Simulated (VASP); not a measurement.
# SnTe (Fm-3m) in VASP: relaxation of cell and atoms with PBEsol

Aim: the relaxation of cell and atoms of SnTe with PBEsol.

All numbers are computed with VASP 6.6.1; they aren't measurements. Logs are shortened: lines on timing, memory, paths and dates and some standing lists are left out, and cuts for length are marked.

**1. The cell of the first run**

Symmetry: Fm-3m, No. 225, cubic system. Conventional cell: a = 6.300 Å, b = 6.300 Å, c = 6.300 Å, α = 90.00°, β = 90.00°, γ = 90.00°. Within 4.1 Å of Sn (site symmetry m-3m) lie 6 Te at 3.15 Å. Te (site symmetry m-3m) has 6 Sn at 3.15 Å within 4.1 Å.

**2. Relaxation of cell and atoms, PBEsol**

File INCAR:

```
ALGO = Normal
EDIFF = 1E-7
EDIFFG = -0.03
ENCUT = 500
GGA = PS
GGA_COMPAT = False
IBRION = 2
ISIF = 3
ISMEAR = 0
LASPH = True
LCHARG = False
LREAL = False
LWAVE = False
NELM = 120
NELMIN = 4
NSW = 60
PREC = Accurate
SIGMA = 0.01
```

File KPOINTS:

```
k-points
0
Gamma
  4 4 4
```

File POSCAR:

```
SnTe
1.0
    6.3000000000      0.0000000000      0.0000000000
    0.0000000000      6.3000000000      0.0000000000
    0.0000000000      0.0000000000      6.3000000000
Sn Te
4 4
Direct
    0.0000000000      0.0000000000      0.0000000000
    0.0000000000      0.5000000000      0.5000000000
    0.5000000000      0.0000000000      0.5000000000
    0.5000000000      0.5000000000      0.0000000000
    0.5000000000      0.5000000000      0.5000000000
    0.0000000000      0.0000000000      0.5000000000
    0.0000000000      0.5000000000      0.0000000000
    0.5000000000      0.0000000000      0.0000000000
```

Potentials or basis: VASP PAW PBE potentials, release 64 (Sn_d, Te).

On the command line:

```bash
cat potpaw_PBE.64/Sn_d/POTCAR potpaw_PBE.64/Te/POTCAR > POTCAR
mpirun -np 1 vasp_std > vasp.out
```

OUTCAR:

```text
EDIFF = 1E-7
   EDIFFG = -0.03
   ENCUT = 500
   GGA = PS
   IBRION = 2
   ISIF = 3
   ISMEAR = 0
   LASPH = True
   LREAL = False
   NELM = 120
   NELMIN = 4
   NSW = 60
   PREC = Accurate

 ion  position               nearest neighbor table
   1  0.000  0.000  0.000-   6 3.15   7 3.15   8 3.15   6 3.15   7 3.15   8 3.15
   2  0.000  0.500  0.500-   5 3.15   6 3.15   7 3.15   7 3.15   6 3.15   5 3.15
   3  0.500  0.000  0.500-   5 3.15   6 3.15   8 3.15   8 3.15   5 3.15   6 3.15
   4  0.500  0.500  0.000-   5 3.15   7 3.15   8 3.15   5 3.15   8 3.15   7 3.15
   5  0.500  0.500  0.500-   2 3.15   3 3.15   4 3.15   4 3.15   3 3.15   2 3.15
   6  0.000  0.000  0.500-   1 3.15   2 3.15   3 3.15   1 3.15   2 3.15   3 3.15
   7  0.000  0.500  0.000-   1 3.15   2 3.15   4 3.15   2 3.15   1 3.15   4 3.15
   8  0.500  0.000  0.000-   1 3.15   3 3.15   4 3.15   3 3.15   4 3.15   1 3.15

  LATTYP: Found a simple cubic cell.
 ALAT       =     6.3000000000

  Lattice vectors:

 A1 = (   6.3000000000,   0.0000000000,   0.0000000000)
 A2 = (   0.0000000000,   6.3000000000,   0.0000000000)
 A3 = (   0.0000000000,   0.0000000000,   6.3000000000)

Analysis of symmetry for initial positions (statically):
=====================================================================
 Subroutine PRICEL returns following result:

  LATTYP: Found a face centered cubic cell.
 ALAT       =     6.3000000000

  Lattice vectors:

 A1 = (   3.1500000000,  -3.1500000000,   0.0000000000)
 A2 = (   3.1500000000,   0.0000000000,   3.1500000000)
 A3 = (   0.0000000000,  -3.1500000000,   3.1500000000)

   4 primitive cells build up your supercell.

 Routine SETGRP: Setting up the symmetry group for a
 simple cubic supercell.

 Subroutine GETGRP returns: Found 48 space group operations
 (whereof 48 operations were pure point group operations)
 out of a pool of 48 trial point group operations.

The static configuration has the point symmetry O_h .

Analysis of symmetry for dynamics (positions and initial velocities):
=====================================================================
 Subroutine PRICEL returns following result:

  LATTYP: Found a face centered cubic cell.
 ALAT       =     6.3000000000

  Lattice vectors:

 A1 = (   3.1500000000,  -3.1500000000,   0.0000000000)
 A2 = (   3.1500000000,   0.0000000000,   3.1500000000)
 A3 = (   0.0000000000,  -3.1500000000,   3.1500000000)

   4 primitive cells build up your supercell.

 Routine SETGRP: Setting up the symmetry group for a
 simple cubic supercell.

 Subroutine GETGRP returns: Found 48 space group operations
 (whereof 48 operations were pure point group operations)
 out of a pool of 48 trial point group operations.

The dynamic configuration has the point symmetry O_h .

 Subroutine INISYM returns: Found 48 space group operations
 (whereof 48 operations are pure point group operations),
 and found     4 'primitive' translations

----------------------------------------------------------------------------------------

                                     Primitive cell

  volume of cell :      62.5117

  direct lattice vectors                    reciprocal lattice vectors
     3.150000000 -3.150000000  0.000000000     0.158730159 -0.158730159 -0.158730159
     3.150000000  0.000000000  3.150000000     0.158730159  0.158730159  0.158730159
     0.000000000 -3.150000000  3.150000000    -0.158730159 -0.158730159  0.158730159

  length of vectors
     4.454772721  4.454772721  4.454772721     0.274928700  0.274928700  0.274928700

  position of ions in fractional coordinates (direct lattice)
     0.000000000  0.000000000  0.000000000
     0.500000000  0.500000000  0.500000000

  ion indices of the primitive-cell ions
   primitive index   ion index
                 1           1
                 2           7

----------------------------------------------------------------------------------------

 KPOINTS: k-points

Automatic generation of k-mesh.
 Grid dimensions read from file:
 generate k-points for:    4    4    4

 Generating k-lattice:

  Cartesian coordinates                     Fractional coordinates (reciprocal lattice)
     0.039682540  0.000000000  0.000000000     0.250000000  0.000000000  0.000000000
     0.000000000  0.039682540  0.000000000     0.000000000  0.250000000  0.000000000
     0.000000000  0.000000000  0.039682540     0.000000000  0.000000000  0.250000000

  Length of vectors
     0.039682540  0.039682540  0.039682540

  Shift w.r.t. Gamma in fractional coordinates (k-lattice)
     0.000000000  0.000000000  0.000000000

 Subroutine IBZKPT returns following result:
 ===========================================

 Found     10 irreducible k-points:

 Following reciprocal coordinates:
            Coordinates               Weight
  0.000000  0.000000  0.000000      1.000000
  0.250000  0.000000  0.000000      6.000000
  0.500000  0.000000  0.000000      3.000000
  0.250000  0.250000  0.000000     12.000000
  0.500000  0.250000  0.000000     12.000000
  0.500000  0.500000  0.000000      3.000000
  0.250000  0.250000  0.250000      8.000000
  0.500000  0.250000  0.250000     12.000000
  0.500000  0.500000  0.250000      6.000000
  0.500000  0.500000  0.500000      1.000000
   k-points           NKPTS =     10   k-points in BZ     NKDIM =     10   number of bands    NBANDS=     48
   number of dos      NEDOS =    301   number of ions     NIONS =      8
   total plane-waves  NPLWV = 110592
   dimension x,y,z NGX =    48 NGY =   48 NGZ =   48
   dimension x,y,z NGXF=    96 NGYF=   96 NGZF=   96
   ions per type =               4   4
   NGX,Y,Z   is equivalent  to a cutoff of  12.67, 12.67, 12.67 a.u.
   NGXF,Y,Z  is equivalent  to a cutoff of  25.33, 25.33, 25.33 a.u.
 SYSTEM =  unknown system
   PREC   = accura    normal or accurate (medium, high low for compatibility)
   ISTART =      0    job   : 0-new  1-cont  2-samecut
   ICHARG =      2    charge: 1-file 2-atom 10-const
   ISPIN  =      1    spin polarized calculation?
   LNONCOLLINEAR =      F non collinear calculations
   LSORBIT =      F    spin-orbit coupling
   LASPH  =      T    aspherical Exc in radial PAW
   ENCUT  =  500.0 eV  36.75 Ry    6.06 a.u.  11.49 11.49 11.49*2*pi/ulx,y,z
   NELM   =    120;   NELMIN=  4; NELMDL= -5     # of ELM steps
   EDIFF  = 0.1E-06   stopping-criterion for ELM
   LREAL  =      F    real-space projection
   EDIFFG = -.3E-01   stopping-criterion for IOM
   NSW    =     60    number of steps for IOM
   IBRION =      2    ionic relax: 0-MD 1-quasi-New 2-CG
   NFREE  =      1    steps in history (QN), initial steepest desc. (CG)
   ISIF   =      3    stress and relaxation
   ISYM   =      2    0-nonsym 1-usesym 2-fastsym
   POTIM  = 0.5000    time-step for ionic-motion
   TEBEG  =    0.0;   TEEND  =   0.0 temperature during run
   PSTRESS=    0.0 pullay stress
   NELECT =      80.0000    total number of electrons
   NUPDOWN=      -1.0000    fix difference up-down
   EMIN   =  10.00;   EMAX   =-10.00  energy-range for DOS
   EFERMI =   0.00;   METHOD = LEGACY
   ISMEAR =     0;   SIGMA  =   0.01  broadening in eV -4-tet -1-fermi 0-gaus
   EFERMI_NEDOS =   21; number of points for ismear=-14 and -15
   IALGO  =     38    algorithm
   IMIX   =      4    mixing-type and parameters
     AMIX     =   0.40;   BMIX     =  1.00
     AMIX_MAG =   1.60;   BMIX_MAG =  1.00
  volume/ion in A,a.u.               =      31.26       210.93
  Fermi-wavevector in a.u.,A,eV,Ry     =   1.119690  2.115906 17.057687  1.253705
  Thomas-Fermi vector in A             =   2.256330
   LORBIT       =      0    0 simple, 1 ext, 2 COOP (PROOUT), +10 PAW based schemes
   GGA     = PS    functional components
   LHFCALC =     F    Hartree Fock is set to
   AEXX    =    0.0000 exact exchange contribution
   IVDW    =     0    specifies the selected vdW correction
   LEPSILON=     F    determine dielectric tensor
   LRPA    =     F    only Hartree local field effects (RPA)
 conjugate gradient relaxation of ions
 non-spin polarized calculation
 Gauss-broadening in eV      SIGMA  =   0.01
  energy-cutoff  :      500.00
  volume of cell :      250.05
 maximum number of plane-waves:      6382
 NGX is ok and might be reduce to    48
   NGX = 23   NGY = 23   NGZ = 23

--------------------------------------- Ionic step        1  -------------------------------------------

 number of electron      79.9999965 magnetization

 Free energy of the ion-electron system (eV)
  ---------------------------------------------------
  ext. energy  EPLUGINS =         0.00000000
  ---------------------------------------------------
  free energy    TOTEN  =       -33.35050489 eV

  energy without entropy =      -33.35050489  energy(sigma->0) =      -33.35050489

------------------------ aborting loop because EDIFF is reached ----------------------------------------

  FORCE on cell =-STRESS in cart. coord.  units (eV):
  Direction    XX          YY          ZZ          XY          YZ          ZX
  --------------------------------------------------------------------------------------
  -------------------------------------------------------------------------------------
  Total       -0.7667569     -0.7667569     -0.7667569      0.0000000      0.0000000     -0.0000000
  in kB       -4.9129985     -4.9129985     -4.9129985      0.0000000      0.0000000     -0.0000000
  external PRESSURE =      -4.9129985 kB  Pullay stress =       0.0000000 kB
[... 69 lines left out ...]
  energy  without entropy=      -33.3540528093  energy(sigma->0) =      -33.35405281

--------------------------------------- Ionic step        3  -------------------------------------------

 number of electron      79.9999946 magnetization

 Free energy of the ion-electron system (eV)
  ---------------------------------------------------
  ext. energy  EPLUGINS =         0.00000000
  ---------------------------------------------------
  free energy    TOTEN  =       -33.35451154 eV

  energy without entropy =      -33.35451154  energy(sigma->0) =      -33.35451154

 E-fermi :   6.9614     XC(G=0):  -9.7069

 val. band max:        6.8826504176   @ k =   0.5000   0.5000   0.5000
 cond. band min:       7.0567033024   @ k =   0.5000   0.5000   0.5000
 fundamental gap:      0.1740528848
 Fermi energy:         6.9614478532

 k-point     1 :       0.0000    0.0000    0.0000
  band No.  band energies     occupation
      1     -14.8738      2.00000
      2     -14.8738      2.00000
      3     -14.8738      2.00000
      4     -14.8547      2.00000
      5     -14.8547      2.00000
      6     -14.8510      2.00000
[... 534 lines left out ...]
  FREE ENERGIE OF THE ION-ELECTRON SYSTEM (eV)
  ---------------------------------------------------
  free  energy   TOTEN  =       -33.3545115360 eV

  energy  without entropy=      -33.3545115360  energy(sigma->0) =      -33.35451154

 reached required accuracy - stopping structural energy minimisation
```

Wall time 2.9 min (1 thread of Oxide Virtual Turin-like, shared host); peak memory 0.35 GiB.

Results:

```
Free energy                           : -33.3545 eV
Relaxed volume                        : 30.93 Å³/atom
Relaxed cell                          : a = 6.278 Å, b = 6.278 Å, c = 6.278 Å, α = 90.00°, β = 90.00°, γ = 90.00°
Space group after relaxing (to 0.1 Å) : Fm-3m (No. 225)
Energy gained by relaxing             : 0.5 meV/atom
Ionic steps                           : 3
Pressure after relaxing               : 0.0 GPa
Band gap on the k mesh                : 0.17 eV
```

Step by step:
```tsv
step	energy change (eV)	largest force (eV/Å)	pressure (GPa)	volume (Å³)
1	0.0000	0.0000	-0.49	250.05
2	-0.0035	0.0000	0.17	246.59
3	-0.0040	0.0000	0.00	247.46
```

Final structure:
```yaml
crystal:
  lattice:
    - [6.27817, 0.00000, 0.00000]
    - [0.00000, 6.27817, 0.00000]
    - [0.00000, 0.00000, 6.27817]
  atoms:
    - { symbol: Sn, position: [0.00000, 0.00000, 0.00000] }
    - { symbol: Sn, position: [0.00000, 0.50000, 0.50000] }
    - { symbol: Sn, position: [0.50000, 0.00000, 0.50000] }
    - { symbol: Sn, position: [0.50000, 0.50000, 0.00000] }
    - { symbol: Te, position: [0.50000, 0.50000, 0.50000] }
    - { symbol: Te, position: [0.00000, 0.00000, 0.50000] }
    - { symbol: Te, position: [0.00000, 0.50000, 0.00000] }
    - { symbol: Te, position: [0.50000, 0.00000, 0.00000] }
```

Levels at points of the mesh, in eV from the valence-band top:
| k point | band 37 | band 38 | band 39 | band 40 | band 41 | band 42 | band 43 | band 44 |
| --- | --- | --- | --- | --- | --- | --- | --- | --- |
| (0.00, 0.00, 0.00) | -3.74 | -2.11 | -2.11 | -2.11 | 2.11 | 2.11 | 2.11 | 3.41 |
| (0.50, 0.00, 0.00) | -2.02 | -2.02 | -0.76 | -0.76 | 0.88 | 0.88 | 2.11 | 2.11 |
| (0.50, 0.50, 0.00) | -0.98 | -0.98 | -0.98 | -0.98 | 0.97 | 0.97 | 0.97 | 0.97 |
| (0.50, 0.50, 0.50) | 0.00 | 0.00 | 0.00 | 0.00 | 0.17 | 0.17 | 0.17 | 0.17 |

Caveat: semilocal functionals underestimate gaps, and a narrow one can read as zero; the PAW data sets were made with another functional, which shifts forces and pressure a little; spin-orbit coupling is left out, which moves the levels of the heavy elements.
